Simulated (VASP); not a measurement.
# Pt (Pm-3m) in VASP: a series of runs

Pt is run at these levels: PBE; tasks: single point, relaxation of cell and atoms.

Everything below comes from runs of VASP 6.6.1. Logs are shortened: lines on timing, memory, paths and dates and some standing lists are left out, and cuts for length are marked.

### 1 The cell of the first run

Symmetry: Pm-3m, No. 221, cubic system. The conventional cell has a = 2.626 Å, b = 2.626 Å, c = 2.626 Å, α = 90.00°, β = 90.00°, γ = 90.00°. Within 3.5 Å of Pt (site symmetry m-3m) lie 6 Pt at 2.63 Å.

This isn't the form of Pt at room conditions, which is fcc.

### 2 Single point, PBE

The input, INCAR:

```
PREC     = Accurate       # precision mode
ENCUT    = 500            # plane-wave cutoff, eV
EDIFF    = 1E-6           # SCF threshold, eV
ISMEAR   = 0              # smearing method
SIGMA    = 0.05           # smearing width, eV
LREAL    = False          # projectors in reciprocal space
LASPH    = True           # aspherical terms in the spheres
NELM     = 120            # most SCF steps
ALGO     = Normal         # electronic algorithm
ISIF     = 2              # what is computed and relaxed
LWAVE    = False          # write WAVECAR
LCHARG   = False          # write CHGCAR
GGA      = PE             # functional
NBANDS   = 11             # bands
GGA_COMPAT= False
```

The input, KPOINTS:

```
regular mesh
0
Gamma
  9 9 9
```

The input, POSCAR:

```
Pt
1.0
    2.6255785974      0.0000000000      0.0000000000
    0.0000000000      2.6255785974      0.0000000000
    0.0000000000      0.0000000000      2.6255785974
Pt
1
Direct
    0.0000000000      0.0000000000      0.0000000000
```

Potentials or basis: VASP PAW PBE potentials, release 64 (Pt).

Command:

```sh
$ cat potpaw_PBE.64/Pt/POTCAR > POTCAR
$ mpirun -np 1 vasp_std > vasp.out
```

OUTCAR:

```text
PREC = Accurate
   ENCUT = 500
   EDIFF = 1E-6
   ISMEAR = 0
   LREAL = False
   LASPH = True
   NELM = 120
   ISIF = 2
   GGA = PE

 ion  position               nearest neighbor table
   1  0.000  0.000  0.000-

  LATTYP: Found a simple cubic cell.
 ALAT       =     2.6255785974

  Lattice vectors:

 A1 = (   2.6255785974,   0.0000000000,   0.0000000000)
 A2 = (   0.0000000000,   2.6255785974,   0.0000000000)
 A3 = (   0.0000000000,   0.0000000000,   2.6255785974)

Analysis of symmetry for initial positions (statically):
=====================================================================
 Subroutine PRICEL returns:
 Original cell was already a primitive cell.

 Routine SETGRP: Setting up the symmetry group for a
 simple cubic supercell.

 Subroutine GETGRP returns: Found 48 space group operations
 (whereof 48 operations were pure point group operations)
 out of a pool of 48 trial point group operations.

The static configuration has the point symmetry O_h .

Analysis of symmetry for dynamics (positions and initial velocities):
=====================================================================
 Subroutine PRICEL returns:
 Original cell was already a primitive cell.

 Routine SETGRP: Setting up the symmetry group for a
 simple cubic supercell.

 Subroutine GETGRP returns: Found 48 space group operations
 (whereof 48 operations were pure point group operations)
 out of a pool of 48 trial point group operations.

The dynamic configuration has the point symmetry O_h .

 Subroutine INISYM returns: Found 48 space group operations
 (whereof 48 operations are pure point group operations),
 and found     1 'primitive' translations

----------------------------------------------------------------------------------------

                                     Primitive cell

  volume of cell :      18.0999

  direct lattice vectors                    reciprocal lattice vectors
     2.625578597  0.000000000  0.000000000     0.380868431  0.000000000  0.000000000
     0.000000000  2.625578597  0.000000000     0.000000000  0.380868431  0.000000000
     0.000000000  0.000000000  2.625578597     0.000000000  0.000000000  0.380868431

  length of vectors
     2.625578597  2.625578597  2.625578597     0.380868431  0.380868431  0.380868431

  position of ions in fractional coordinates (direct lattice)
     0.000000000  0.000000000  0.000000000

  ion indices of the primitive-cell ions
   primitive index   ion index
                 1           1

----------------------------------------------------------------------------------------

 KPOINTS: regular mesh

Automatic generation of k-mesh.
 Grid dimensions read from file:
 generate k-points for:    9    9    9

 Generating k-lattice:

  Cartesian coordinates                     Fractional coordinates (reciprocal lattice)
     0.042318715  0.000000000  0.000000000     0.111111111  0.000000000  0.000000000
     0.000000000  0.042318715  0.000000000     0.000000000  0.111111111  0.000000000
     0.000000000  0.000000000  0.042318715     0.000000000  0.000000000  0.111111111

  Length of vectors
     0.042318715  0.042318715  0.042318715

  Shift w.r.t. Gamma in fractional coordinates (k-lattice)
     0.000000000  0.000000000  0.000000000

 Subroutine IBZKPT returns following result:
 ===========================================

 Found     35 irreducible k-points:

 Following reciprocal coordinates:
            Coordinates               Weight
  0.000000  0.000000  0.000000      1.000000
  0.111111  0.000000  0.000000      6.000000
  0.222222  0.000000  0.000000      6.000000
  0.333333  0.000000  0.000000      6.000000
  0.444444  0.000000  0.000000      6.000000
  0.111111  0.111111  0.000000     12.000000
[... 16 lines left out ...]
  0.333333  0.333333  0.111111     24.000000
  0.444444  0.333333  0.111111     48.000000
 [... further k-points ...]
   k-points           NKPTS =     35   k-points in BZ     NKDIM =     35   number of bands    NBANDS=     11
   number of dos      NEDOS =    301   number of ions     NIONS =      1
   total plane-waves  NPLWV =   8000
   dimension x,y,z NGX =    20 NGY =   20 NGZ =   20
   dimension x,y,z NGXF=    40 NGYF=   40 NGZF=   40
   ions per type =               1
   NGX,Y,Z   is equivalent  to a cutoff of  12.66, 12.66, 12.66 a.u.
   NGXF,Y,Z  is equivalent  to a cutoff of  25.33, 25.33, 25.33 a.u.
 SYSTEM =  unknown system
   PREC   = accura    normal or accurate (medium, high low for compatibility)
   ISTART =      0    job   : 0-new  1-cont  2-samecut
   ICHARG =      2    charge: 1-file 2-atom 10-const
   ISPIN  =      1    spin polarized calculation?
   LNONCOLLINEAR =      F non collinear calculations
   LSORBIT =      F    spin-orbit coupling
   LASPH  =      T    aspherical Exc in radial PAW
   ENCUT  =  500.0 eV  36.75 Ry    6.06 a.u.   4.79  4.79  4.79*2*pi/ulx,y,z
   NELM   =    120;   NELMIN=  2; NELMDL= -5     # of ELM steps
   EDIFF  = 0.1E-05   stopping-criterion for ELM
   LREAL  =      F    real-space projection
   EDIFFG = 0.1E-04   stopping-criterion for IOM
   NSW    =      0    number of steps for IOM
   IBRION =     -1    ionic relax: 0-MD 1-quasi-New 2-CG
   NFREE  =      0    steps in history (QN), initial steepest desc. (CG)
   ISIF   =      2    stress and relaxation
   ISYM   =      2    0-nonsym 1-usesym 2-fastsym
   POTIM  = 0.5000    time-step for ionic-motion
   TEBEG  =    0.0;   TEEND  =   0.0 temperature during run
   PSTRESS=    0.0 pullay stress
   NELECT =      10.0000    total number of electrons
   NUPDOWN=      -1.0000    fix difference up-down
   EMIN   =  10.00;   EMAX   =-10.00  energy-range for DOS
   EFERMI =   0.00;   METHOD = LEGACY
   ISMEAR =     0;   SIGMA  =   0.05  broadening in eV -4-tet -1-fermi 0-gaus
   EFERMI_NEDOS =   21; number of points for ismear=-14 and -15
   IALGO  =     38    algorithm
   IMIX   =      4    mixing-type and parameters
     AMIX     =   0.40;   BMIX     =  1.00
     AMIX_MAG =   1.60;   BMIX_MAG =  1.00
  volume/ion in A,a.u.               =      18.10       122.14
  Fermi-wavevector in a.u.,A,eV,Ry     =   1.343331  2.538528 24.552244  1.804539
  Thomas-Fermi vector in A             =   2.471414
   LORBIT       =      0    0 simple, 1 ext, 2 COOP (PROOUT), +10 PAW based schemes
   GGA     = PE    functional components
   LHFCALC =     F    Hartree Fock is set to
   AEXX    =    0.0000 exact exchange contribution
   IVDW    =     0    specifies the selected vdW correction
   LEPSILON=     F    determine dielectric tensor
   LRPA    =     F    only Hartree local field effects (RPA)
 non-spin polarized calculation
 Gauss-broadening in eV      SIGMA  =   0.05
  energy-cutoff  :      500.00
  volume of cell :       18.10
 maximum number of plane-waves:       467
 NGX is ok and might be reduce to    20
   NGX =  9   NGY =  9   NGZ =  9

 number of electron      10.0000002 magnetization

 Free energy of the ion-electron system (eV)
  ---------------------------------------------------
  ext. energy  EPLUGINS =         0.00000000
  ---------------------------------------------------
  free energy    TOTEN  =        -5.63751066 eV

  energy without entropy =       -5.63584706  energy(sigma->0) =       -5.63667886

 E-fermi :   8.1029     XC(G=0): -12.2606

 val. band max:        8.1002454160   @ k =   0.4444   0.1111   0.1111
 cond. band min:       8.1377106460   @ k =   0.1111   0.1111   0.0000
 fundamental gap:      0.0374652300
 Fermi energy:         8.1028991943

 k-point     1 :       0.0000    0.0000    0.0000
  band No.  band energies     occupation
      1      -0.1908      2.00000
      2       2.5808      2.00000
      3       2.5808      2.00000
      4       8.4526      0.00000
      5       8.4526      0.00000
      6       8.4526      0.00000
      7      23.3271      0.00000
      8      23.3271      0.00000
      9      23.3271      0.00000
     10      29.0133      0.00000
     11      31.7087      0.00000

 k-point     2 :       0.1111    0.0000    0.0000
  band No.  band energies     occupation
      1       0.1466      2.00000
      2       2.6436      2.00000
      3       2.8925      2.00000
      4       8.1548      0.14219
      5       8.1548      0.14218
      6       8.4763      0.00000
      7      21.2752      0.00000
      8      23.9292      0.00000
      9      23.9292      0.00000
     10      29.9960      0.00000
     11      30.0010      0.00000

 k-point     3 :       0.2222    0.0000    0.0000
  band No.  band energies     occupation
      1       0.9605      2.00000
      2       2.8071      2.00000
      3       3.8940      2.00000
      4       7.4723      2.00000
      5       7.4723      2.00000
      6       8.5368      0.00000
      7      18.0431      0.00000
      8      25.4629      0.00000
      9      25.4629      0.00000
     10      27.6007      0.00000
     11      30.1326      0.00000

 k-point     4 :       0.3333    0.0000    0.0000
  band No.  band energies     occupation
      1       1.8089      2.00000
      2       3.0012      2.00000
      3       5.5876      2.00000
      4       6.7906      2.00000
      5       6.7906      2.00000
      6       8.6064      0.00000
      7      15.1101      0.00000
      8      25.7689      0.00000
      9      27.3548      0.00000
     10      27.3548      0.00000
     11      29.2009      0.00000

 k-point     5 :       0.4444    0.0000    0.0000
  band No.  band energies     occupation
      1       2.3396      2.00000
      2       3.1330      2.00000
      3       6.3865      2.00000
      4       6.3865      2.00000
      5       7.3546      2.00000
      6       8.6525      0.00000
      7      12.9566      0.00000
      8      24.7902      0.00000
      9      27.8848      0.00000
     10      28.8683      0.00000
     11      28.8683      0.00000
[... 211 lines left out ...]
 k-point    21 :       0.3333    0.2222    0.1111
  band No.  band energies     occupation
      1       3.1032      2.00000
      2       4.1057      2.00000
      3       5.1358      2.00000
      4       6.2707      2.00000
      5       7.3322      2.00000
      6       7.7005      2.00000
      7      16.8924      0.00000
      8      21.7175      0.00000
      9      25.9284      0.00000
     10      28.0868      0.00000
     11      31.0048      0.00000

 k-point    22 :       0.4444    0.2222    0.1111
  band No.  band energies     occupation
      1       3.5574      2.00000
      2       4.0687      2.00000
      3       4.9943      2.00000
      4       5.9051      2.00000
      5       7.4629      2.00000
      6      10.1315      0.00000
      7      13.7602      0.00000
      8      23.4747      0.00000
      9      25.4968      0.00000
     10      26.6062      0.00000
     11      29.9892      0.00000

 k-point    23 :       0.3333    0.3333    0.1111
  band No.  band energies     occupation
      1       3.3393      2.00000
      2       3.8463      2.00000
      3       6.2773      2.00000
      4       6.3297      2.00000
      5       7.1510      2.00000
      6       8.4758      0.00000
      7      17.1110      0.00000
      8      19.6290      0.00000
      9      25.5708      0.00000
     10      27.2476      0.00000
     11      31.5075      0.00000

 k-point    24 :       0.4444    0.3333    0.1111
  band No.  band energies     occupation
      1       3.1418      2.00000
      2       3.9023      2.00000
      3       6.0446      2.00000
      4       6.4189      2.00000
      5       7.6097      2.00000
      6      11.0367      0.00000
      7      14.3677      0.00000
      8      20.6400      0.00000
      9      23.2563      0.00000
     10      27.6893      0.00000
     11      30.6377      0.00000

 [... further k-points ...]

------------------------ aborting loop because EDIFF is reached ----------------------------------------

  FORCE on cell =-STRESS in cart. coord.  units (eV):
  Direction    XX          YY          ZZ          XY          YZ          ZX
  --------------------------------------------------------------------------------------
  -------------------------------------------------------------------------------------
  Total       -0.0485906     -0.0485906     -0.0485906      0.0000000      0.0000000      0.0000000
  in kB       -4.3011781     -4.3011781     -4.3011781      0.0000000      0.0000000      0.0000000
  external PRESSURE =      -4.3011781 kB  Pullay stress =       0.0000000 kB

 VOLUME and BASIS-vectors are now :
 -----------------------------------------------------------------------------
  energy-cutoff  :      500.00
  volume of cell :       18.10
      direct lattice vectors                 reciprocal lattice vectors
     2.625578597  0.000000000  0.000000000     0.380868431  0.000000000  0.000000000
     0.000000000  2.625578597  0.000000000     0.000000000  0.380868431  0.000000000
     0.000000000  0.000000000  2.625578597     0.000000000  0.000000000  0.380868431

 POSITION                                       TOTAL-FORCE (eV/Angst)
 -----------------------------------------------------------------------------------
      0.00000      0.00000      0.00000         0.000000      0.000000      0.000000
 -----------------------------------------------------------------------------------
    total drift:                               -0.000000      0.000000      0.000000

  FREE ENERGIE OF THE ION-ELECTRON SYSTEM (eV)
  ---------------------------------------------------
  free  energy   TOTEN  =        -5.6375106562 eV

  energy  without entropy=       -5.6358470645  energy(sigma->0) =       -5.63667886
```

Wall time 6.1 s (1 thread of Intel Xeon Platinum 8375C at 2.90GHz (Ice Lake), shared host); peak memory 0.13 GiB.

Results:

- Free energy: -5.6375 eV
- Pressure: -0.4 GPa
- Band gap on the k mesh: zero (bands 5 and 6 overlap by 2.63 eV)

Caveat: spin-orbit coupling is left out, which moves the levels of the heavy elements.

### 3 Relaxation of cell and atoms, PBE

This run uses another cell than the first one, of 16.58 Å³/atom.

The input, INCAR:

```
SYSTEM = Pt
PREC = Accurate ; ENCUT = 500
EDIFF = 1E-7 ; ISMEAR = 0
SIGMA = 0.05 ; LREAL = .FALSE.
LASPH = .TRUE. ; NELM = 120
ALGO = Normal ; ISIF = 3
LWAVE = .FALSE. ; LCHARG = .FALSE.
GGA = PE ; IBRION = 2
NSW = 80 ; EDIFFG = -0.01
GGA_COMPAT = .FALSE. ; NELMIN = 4
```

The input, KPOINTS:

```
Automatic mesh
0
G
  9 9 9
  0 0 0
```

The input, POSCAR:

```
Pt
1.0
    2.5500000000      0.0000000000      0.0000000000
    0.0000000000      2.5500000000      0.0000000000
    0.0000000000      0.0000000000      2.5500000000
Pt
1
Direct
    0.0000000000      0.0000000000      0.0000000000
```

Potentials or basis: VASP PAW PBE potentials, release 64 (Pt).

Command:

```sh
$ cat potpaw_PBE.64/Pt/POTCAR > POTCAR
$ mpirun -np 1 vasp_std > vasp.out
```

Run time: 40 s. Hardware: 1 thread of Intel Xeon Platinum 8375C at 2.90GHz (Ice Lake), shared host; peak memory 0.13 GiB.

The run converged. Its results:

```
Free energy                           : -5.6368 eV
Relaxed volume                        : 18.06 Å³/atom
Relaxed cell                          : a = 2.623 Å, b = 2.623 Å, c = 2.623 Å, α = 90.00°, β = 90.00°, γ = 90.00°
Space group after relaxing (to 0.1 Å) : Pm-3m (No. 221)
Energy gained by relaxing             : 85.8 meV/atom
Ionic steps                           : 17
Pressure after relaxing               : 0.1 GPa
Band gap on the k mesh                : zero (bands 5 and 6 overlap by 2.64 eV)
```

The path:
```csv
step,energy change (eV),largest force (eV/Å),pressure (GPa),volume (Å³)
1,0.0000,0.0000,20.25,16.58
2,0.2623,0.0000,-21.65,22.14
3,-0.0854,0.0000,-1.15,18.17
4,-0.0858,0.0000,-0.18,18.08
5,-0.0858,0.0000,0.15,18.05
6,-0.0858,0.0000,0.15,18.05
7,-0.0858,0.0000,0.14,18.05
8,-0.0858,0.0000,0.14,18.05
9,-0.0858,0.0000,0.14,18.05
10,-0.0858,0.0000,0.14,18.05
11,-0.0858,0.0000,0.14,18.05
12,-0.0858,0.0000,0.14,18.05
13,-0.0858,0.0000,0.14,18.05
14,-0.0858,0.0000,0.13,18.05
15,-0.0858,0.0000,0.13,18.05
16,-0.0858,0.0000,0.11,18.05
17,-0.0858,0.0000,0.07,18.06
```

Final structure:
```cif
data_structure
_symmetry_space_group_name_H-M 'P 1'
_symmetry_Int_Tables_number 1
_cell_length_a 2.6235
_cell_length_b 2.6235
_cell_length_c 2.6235
_cell_angle_alpha 90.000
_cell_angle_beta 90.000
_cell_angle_gamma 90.000
_cell_volume 18.06
loop_
_atom_site_label
_atom_site_type_symbol
_atom_site_fract_x
_atom_site_fract_y
_atom_site_fract_z
_atom_site_occupancy
Pt1 Pt 0.00000 0.00000 0.00000 1
```

Levels at points of the mesh, in eV from the Fermi level:
```csv
k point,band 2,band 3,band 4,band 5,band 6,band 7,band 8,band 9
"(0.00, 0.00, 0.00)",-5.54,-5.54,0.35,0.35,0.35,15.24,15.24,15.24
```

Caveat: spin-orbit coupling is left out, which moves the levels of the heavy elements.
